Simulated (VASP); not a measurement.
# Cl (Cmce) in VASP: relaxation of cell and atoms with LDA

Aim: the relaxation of cell and atoms of Cl with LDA.

Program: VASP 6.6.1. These are calculated values, not measurements. Logs are shortened: lines on timing, memory, paths and dates and some standing lists are left out, and cuts for length are marked.

**1. The cell of the first run**

It takes space group Cmce (No. 64, orthorhombic). Conventional cell: a = 6.290 Å, b = 4.500 Å, c = 8.210 Å, α = 90.00°, β = 90.00°, γ = 90.00°. Cl (site symmetry m) has 1 Cl at 2.02 Å within 2.7 Å.

**2. Relaxation of cell and atoms, LDA**

Contents of INCAR:

```
PREC     = Accurate       # precision mode
ENCUT    = 600            # plane-wave cutoff, eV
EDIFF    = 1E-6           # SCF threshold, eV
ISMEAR   = 1              # smearing method
SIGMA    = 0.05           # smearing width, eV
LREAL    = F              # projectors in reciprocal space
LASPH    = T              # aspherical terms in the spheres
NELM     = 100            # most SCF steps
ALGO     = Normal         # electronic algorithm
ISIF     = 3              # what is computed and relaxed
LWAVE    = F              # write WAVECAR
LCHARG   = F              # write CHGCAR
GGA      = CA             # functional
IBRION   = 2              # ionic algorithm
NSW      = 80             # ionic steps
EDIFFG   = -0.02          # ionic threshold
```

Contents of KPOINTS:

```
regular mesh
0
Gamma
  6 6 3
```

Contents of POSCAR:

```
Cl
1.0
    3.1450000000     -2.2500000000      0.0000000000
    3.1450000000      2.2500000000      0.0000000000
    0.0000000000      0.0000000000      8.2100000000
Cl
4
Direct
    0.8700000000      0.1300000000      0.1000000000
    0.6300000000      0.3700000000      0.6000000000
    0.1300000000      0.8700000000      0.9000000000
    0.3700000000      0.6300000000      0.4000000000
```

Potentials or basis: VASP PAW LDA potentials, release 64 (Cl).

Launch:

```
> cat potpaw_LDA.64/Cl/POTCAR > POTCAR
> mpirun -np 1 vasp_std > vasp.out
```

OUTCAR:

```text
PREC = Accurate
   ENCUT = 600
   EDIFF = 1E-6
   ISMEAR = 1
   LREAL = F
   LASPH = T
   NELM = 100
   ISIF = 3
   GGA = CA
   IBRION = 2
   NSW = 80
   EDIFFG = -0.02

 ion  position               nearest neighbor table
   1  0.870  0.130  0.100-   3 2.02
   2  0.630  0.370  0.600-   4 2.02
   3  0.130  0.870  0.900-   1 2.02
   4  0.370  0.630  0.400-   2 2.02

  LATTYP: Found a base centered orthorhombic cell.
 ALAT       =     4.5000000000
 B/A-ratio  =     1.3977777778
 C/A-ratio  =     1.8244444444

  Lattice vectors:

 A1 = (  -3.1450000000,  -2.2500000000,   0.0000000000)
 A2 = (   3.1450000000,  -2.2500000000,   0.0000000000)
 A3 = (   0.0000000000,   0.0000000000,   8.2100000000)

Analysis of symmetry for initial positions (statically):
=====================================================================
 Subroutine PRICEL returns:
 Original cell was already a primitive cell.

 Routine SETGRP: Setting up the symmetry group for a
 base centered orthorhombic supercell.

 Subroutine GETGRP returns: Found  8 space group operations
 (whereof  4 operations were pure point group operations)
 out of a pool of  8 trial point group operations.

The static configuration has the point symmetry C_2h.
 The point group associated with its full space group is D_2h.

Analysis of symmetry for dynamics (positions and initial velocities):
=====================================================================
 Subroutine PRICEL returns:
 Original cell was already a primitive cell.

 Routine SETGRP: Setting up the symmetry group for a
 base centered orthorhombic supercell.

 Subroutine GETGRP returns: Found  8 space group operations
 (whereof  4 operations were pure point group operations)
 out of a pool of  8 trial point group operations.

The dynamic configuration has the point symmetry C_2h.
 The point group associated with its full space group is D_2h.

 Subroutine INISYM returns: Found  8 space group operations
 (whereof  4 operations are pure point group operations),
 and found     1 'primitive' translations

----------------------------------------------------------------------------------------

                                     Primitive cell

  volume of cell :     116.1920

  direct lattice vectors                    reciprocal lattice vectors
     3.145000000 -2.250000000  0.000000000     0.158982512 -0.222222222  0.000000000
     3.145000000  2.250000000  0.000000000     0.158982512  0.222222222  0.000000000
     0.000000000  0.000000000  8.210000000     0.000000000  0.000000000  0.121802680

  length of vectors
     3.866978795  3.866978795  8.210000000     0.273236445  0.273236445  0.121802680

  position of ions in fractional coordinates (direct lattice)
     0.870000000  0.130000000  0.100000000
     0.630000000  0.370000000  0.600000000
     0.130000000  0.870000000  0.900000000
     0.370000000  0.630000000  0.400000000

  ion indices of the primitive-cell ions
   primitive index   ion index
                 1           1
                 2           2
                 3           3
                 4           4

----------------------------------------------------------------------------------------

 KPOINTS: regular mesh

Automatic generation of k-mesh.
 Grid dimensions read from file:
 generate k-points for:    6    6    3

 Generating k-lattice:

  Cartesian coordinates                     Fractional coordinates (reciprocal lattice)
     0.026497085 -0.037037037  0.000000000     0.166666667  0.000000000  0.000000000
     0.026497085  0.037037037  0.000000000     0.000000000  0.166666667  0.000000000
     0.000000000  0.000000000  0.040600893     0.000000000  0.000000000  0.333333333

  Length of vectors
     0.045539408  0.045539408  0.040600893

  Shift w.r.t. Gamma in fractional coordinates (k-lattice)
     0.000000000  0.000000000  0.000000000

 Subroutine IBZKPT returns following result:
 ===========================================

 Found     26 irreducible k-points:

 Following reciprocal coordinates:
            Coordinates               Weight
  0.000000  0.000000  0.000000      1.000000
  0.166667 -0.000000  0.000000      4.000000
  0.333333 -0.000000  0.000000      4.000000
  0.500000 -0.000000  0.000000      2.000000
  0.166667  0.166667  0.000000      2.000000
  0.333333  0.166667  0.000000      4.000000
[... 16 lines left out ...]
  0.333333  0.333333  0.333333      4.000000
  0.500000  0.333333  0.333333      8.000000
 [... further k-points ...]
   k-points           NKPTS =     26   k-points in BZ     NKDIM =     26   number of bands    NBANDS=     18
   number of dos      NEDOS =    301   number of ions     NIONS =      4
   total plane-waves  NPLWV =  71680
   dimension x,y,z NGX =    32 NGY =   32 NGZ =   70
   dimension x,y,z NGXF=    64 NGYF=   64 NGZF=  140
   ions per type =               4
   NGX,Y,Z   is equivalent  to a cutoff of  13.76, 13.76, 14.17 a.u.
   NGXF,Y,Z  is equivalent  to a cutoff of  27.51, 27.51, 28.35 a.u.
 SYSTEM =  unknown system
   PREC   = accura    normal or accurate (medium, high low for compatibility)
   ISTART =      0    job   : 0-new  1-cont  2-samecut
   ICHARG =      2    charge: 1-file 2-atom 10-const
   ISPIN  =      1    spin polarized calculation?
   LNONCOLLINEAR =      F non collinear calculations
   LSORBIT =      F    spin-orbit coupling
   LASPH  =      T    aspherical Exc in radial PAW
   ENCUT  =  600.0 eV  44.10 Ry    6.64 a.u.   7.72  7.72 16.40*2*pi/ulx,y,z
   NELM   =    100;   NELMIN=  2; NELMDL= -5     # of ELM steps
   EDIFF  = 0.1E-05   stopping-criterion for ELM
   LREAL  =      F    real-space projection
   EDIFFG = -.2E-01   stopping-criterion for IOM
   NSW    =     80    number of steps for IOM
   IBRION =      2    ionic relax: 0-MD 1-quasi-New 2-CG
   NFREE  =      1    steps in history (QN), initial steepest desc. (CG)
   ISIF   =      3    stress and relaxation
   ISYM   =      2    0-nonsym 1-usesym 2-fastsym
   POTIM  = 0.5000    time-step for ionic-motion
   TEBEG  =    0.0;   TEEND  =   0.0 temperature during run
   PSTRESS=    0.0 pullay stress
   NELECT =      28.0000    total number of electrons
   NUPDOWN=      -1.0000    fix difference up-down
   EMIN   =  10.00;   EMAX   =-10.00  energy-range for DOS
   EFERMI =   0.00;   METHOD = LEGACY
   ISMEAR =     1;   SIGMA  =   0.05  broadening in eV -4-tet -1-fermi 0-gaus
   EFERMI_NEDOS =   21; number of points for ismear=-14 and -15
   IALGO  =     38    algorithm
   IMIX   =      4    mixing-type and parameters
     AMIX     =   0.40;   BMIX     =  1.00
     AMIX_MAG =   1.60;   BMIX_MAG =  1.00
  volume/ion in A,a.u.               =      29.05       196.03
  Fermi-wavevector in a.u.,A,eV,Ry     =   1.018753  1.925163 14.120900  1.037857
  Thomas-Fermi vector in A             =   2.152228
   LORBIT       =      0    0 simple, 1 ext, 2 COOP (PROOUT), +10 PAW based schemes
   GGA     = CA    functional components
   LHFCALC =     F    Hartree Fock is set to
   AEXX    =    0.0000 exact exchange contribution
   IVDW    =     0    specifies the selected vdW correction
   LEPSILON=     F    determine dielectric tensor
   LRPA    =     F    only Hartree local field effects (RPA)
 conjugate gradient relaxation of ions
 non-spin polarized calculation
 Methfessel and Paxton  Order N= 1 SIGMA  =   0.05
  energy-cutoff  :      600.00
  volume of cell :      116.19
 maximum number of plane-waves:      3902
   NGX = 15   NGY = 15   NGZ = 33

--------------------------------------- Ionic step        1  -------------------------------------------

 number of electron      28.0000001 magnetization

 Free energy of the ion-electron system (eV)
  ---------------------------------------------------
  ext. energy  EPLUGINS =         0.00000000
  ---------------------------------------------------
  free energy    TOTEN  =        -8.80465439 eV

  energy without entropy =       -8.80620607  energy(sigma->0) =       -8.80517161

------------------------ aborting loop because EDIFF is reached ----------------------------------------

  FORCE on cell =-STRESS in cart. coord.  units (eV):
  Direction    XX          YY          ZZ          XY          YZ          ZX
  --------------------------------------------------------------------------------------
  -------------------------------------------------------------------------------------
  Total       -0.8679876     -2.1448457     -2.7768601      0.0000000     -0.0000000      0.0000000
  in kB      -11.9687221    -29.5753784    -38.2902552      0.0000000     -0.0000000      0.0000000
  external PRESSURE =     -26.6114519 kB  Pullay stress =       0.0000000 kB
[... 95 lines left out ...]
  FREE ENERGIE OF THE ION-ELECTRON SYSTEM (eV)
  ---------------------------------------------------
  free  energy   TOTEN  =        -8.8556543295 eV

  energy  without entropy=       -8.8568658516  energy(sigma->0) =       -8.85605817

 E-fermi :  -0.0054     XC(G=0):  -8.6830

 val. band max:       -0.0152119800   @ k =   0.5000   0.5000   0.0000
 cond. band min:       2.6092728024   @ k =   0.1667  -0.0000   0.0000
 fundamental gap:      2.6244847824
 Fermi energy:        -0.0054475781

 k-point     1 :       0.0000    0.0000    0.0000
  band No.  band energies     occupation
      1     -17.0873      2.00000
      2     -16.8163      2.00000
      3     -12.7055      2.00000
      4     -11.9190      2.00000
      5      -5.7773      2.00000
      6      -4.6866      2.00000
[... 481 lines left out ...]
      5      -5.4259      2.00000
      6      -5.1442      2.00000
[... 10 lines left out ...]
     17       8.4904      0.00000
     18       8.7466      0.00000

 [... further k-points ...]

[... ionic steps 4 to 20 ...]

--------------------------------------- Ionic step       21  -------------------------------------------

 number of electron      27.9999999 magnetization

------------------------ aborting loop because EDIFF is reached ----------------------------------------
[... 71 lines left out ...]
--------------------------------------- Ionic step       23  -------------------------------------------

 number of electron      27.9999998 magnetization

 Free energy of the ion-electron system (eV)
  ---------------------------------------------------
  ext. energy  EPLUGINS =         0.00000000
  ---------------------------------------------------
  free energy    TOTEN  =        -9.13600432 eV

  energy without entropy =       -9.13603726  energy(sigma->0) =       -9.13601530

 E-fermi :   1.6027     XC(G=0):  -9.4711

 val. band max:        1.5613725003   @ k =   0.0000   0.0000   0.0000
 cond. band min:       3.5244541553   @ k =   0.5000   0.5000   0.0000
 fundamental gap:      1.9630816550
 Fermi energy:         1.6026622166

 k-point     1 :       0.0000    0.0000    0.0000
  band No.  band energies     occupation
      1     -15.7318      2.00000
      2     -15.0978      2.00000
      3     -12.1470      2.00000
      4     -10.4592      2.00000
      5      -4.8790      2.00000
      6      -2.7332      2.00000
[... 481 lines left out ...]
      5      -4.3036      2.00000
      6      -3.6409      2.00000
[... 10 lines left out ...]
     17      10.0143      0.00000
     18      10.4483      0.00000

 [... further k-points ...]

------------------------ aborting loop because EDIFF is reached ----------------------------------------

  FORCE on cell =-STRESS in cart. coord.  units (eV):
  Direction    XX          YY          ZZ          XY          YZ          ZX
  --------------------------------------------------------------------------------------
  -------------------------------------------------------------------------------------
  Total       -0.0631606     -0.0040444      0.0547597      0.0000000      0.0000000      0.0000000
  in kB       -1.1239193     -0.0719688      0.9744282      0.0000000      0.0000000      0.0000000
  external PRESSURE =      -0.0738200 kB  Pullay stress =       0.0000000 kB
[... 19 lines left out ...]
  FREE ENERGIE OF THE ION-ELECTRON SYSTEM (eV)
  ---------------------------------------------------
  free  energy   TOTEN  =        -9.1360043162 eV

  energy  without entropy=       -9.1360372628  energy(sigma->0) =       -9.13601530

 reached required accuracy - stopping structural energy minimisation
```

Wall time 6.8 min (1 thread of Intel Xeon Platinum 8375C at 2.90GHz (Ice Lake), shared host); peak memory 0.22 GiB.

Results:

```
Free energy                           : -9.1360 eV
Relaxed volume                        : 22.51 Å³/atom
Relaxed cell                          : a = 3.614 Å, b = 3.614 Å, c = 7.803 Å, α = 90.00°, β = 90.00°, γ = 62.06°
Space group after relaxing (to 0.1 Å) : Cmce (No. 64)
Energy gained by relaxing             : 82.8 meV/atom
Ionic steps                           : 23
Pressure after relaxing               : 0.0 GPa
Largest force after relaxing          : 0.019 eV/Å
Band gap on the k mesh                : 1.96 eV
```

Forces on the atoms (eV/Å):
```
Cl   0.000  0.007  0.017
Cl   0.000 -0.007  0.017
Cl   0.000 -0.007 -0.017
Cl   0.000  0.007 -0.017
```

Step by step:
| step | energy change (eV) | largest force (eV/Å) | pressure (GPa) | volume (Å³) |
| --- | --- | --- | --- | --- |
| 1 | 0.0000 | 0.3149 | -2.66 | 116.19 |
| 2 | -0.0134 | 1.5004 | 1.05 | 108.25 |
| 3 | -0.0510 | 0.6057 | -0.84 | 111.76 |
| 4 | -0.1273 | 0.5796 | -0.74 | 106.25 |
| 5 | -0.2746 | 0.6014 | 1.15 | 90.79 |
| 6 | -0.2268 | 0.8115 | -2.77 | 90.73 |
| 7 | -0.2985 | 0.0099 | -0.42 | 90.77 |
| 8 | -0.2985 | 0.0079 | -0.39 | 90.77 |
| 9 | -0.3048 | 0.0196 | -0.20 | 89.93 |
| 10 | -0.3120 | 0.0726 | 0.57 | 87.38 |
| 11 | -0.3155 | 0.1333 | 0.31 | 87.43 |
| 12 | -0.3167 | 0.2011 | 0.10 | 87.46 |
| 13 | -0.3225 | 0.0990 | 0.31 | 87.64 |
| 14 | -0.3249 | 0.0185 | 0.56 | 87.80 |
| 15 | -0.3250 | 0.0401 | 0.62 | 87.84 |
| 16 | -0.3276 | 0.0921 | -0.07 | 89.07 |
| 17 | -0.3276 | 0.0782 | 0.02 | 88.89 |
| 18 | -0.3286 | 0.0606 | 0.04 | 89.14 |
| 19 | -0.3297 | 0.0779 | 0.11 | 89.82 |
| 20 | -0.3304 | 0.0477 | -0.07 | 90.11 |
| 21 | -0.3305 | 0.0390 | -0.17 | 90.28 |
| 22 | -0.3308 | 0.0298 | -0.14 | 90.22 |
| 23 | -0.3313 | 0.0189 | -0.01 | 90.04 |

Final structure:
```
CELL_PARAMETERS angstrom
3.09696 -1.86293 0.00000
3.09696 1.86293 0.00000
0.00000 0.00000 7.80295
ATOMIC_POSITIONS crystal
Cl 0.86377 0.13623 0.11264
Cl 0.63623 0.36377 0.61264
Cl 0.13623 0.86377 0.88736
Cl 0.36377 0.63623 0.38736
```

Levels at points of the mesh, in eV from the valence-band top:
```csv
k point,band 11,band 12,band 13,band 14,band 15,band 16,band 17,band 18
"(0.00, 0.00, 0.00)",-1.43,-0.72,-0.35,0.00,1.97,3.02,6.67,6.79
"(0.50, 0.00, 0.00)",-1.55,-1.55,-0.66,-0.66,2.98,2.98,7.26,7.26
"(0.50, 0.50, 0.00)",-2.38,-1.67,-0.82,-0.41,1.96,2.77,7.35,7.88
```

Caveat: the volume moved by over 15 % at a fixed basis, so the end points are rough; an odd mesh through Γ misses points on the zone boundary, where band edges can lie.
